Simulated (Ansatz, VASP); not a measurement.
## Ni in VASP and in Ansatz

```xyz
2
Lattice="2.4852 0.0000 0.0000 -1.2426 2.1523 0.0000 0.0000 0.0000 4.0852" Properties=species:S:1:pos:R:3 pbc="T T T"
Ni    0.0000    1.4349    1.0213
Ni    1.2426    0.7174    3.0639
```

Alike in both runs: functional PBE; k mesh 15 × 15 × 8; occupations fermi-dirac, width 0.05 eV; collinear spin.

Ansatz relaxed the structure, and its values are those at the end. VASP's run is a single point on that final structure, the one shown.

```csv
,VASP,Ansatz
version,VASP 6.6.1,Ansatz 0.2.0
potentials or method,"VASP PAW PBE potentials, release 64 (Ni)","PAW with Ansatz's default frozen-core files, scalar-relativistic"
plane-wave cutoff (eV),520,420
valence electrons in the cell,20,36
```

|  | VASP | Ansatz | Ansatz less VASP |
| --- | --- | --- | --- |
| pressure (GPa) | -0.1 | 0.0 | +0.09 |
| net moment per atom (μB) | 0.65 | 0.65 | +0.006 |
| size of the moment on the site where the two differ most (μB) | 0.66 | 0.69 | +0.033 |

Site moments also hang on the region over which each program counts them. With one functional, cell and mesh, what is left measures potentials, basis and numerics. VASP's potentials hold 20 valence electrons a cell and Ansatz's 36, so a difference there can come from the potentials and not from the codes.
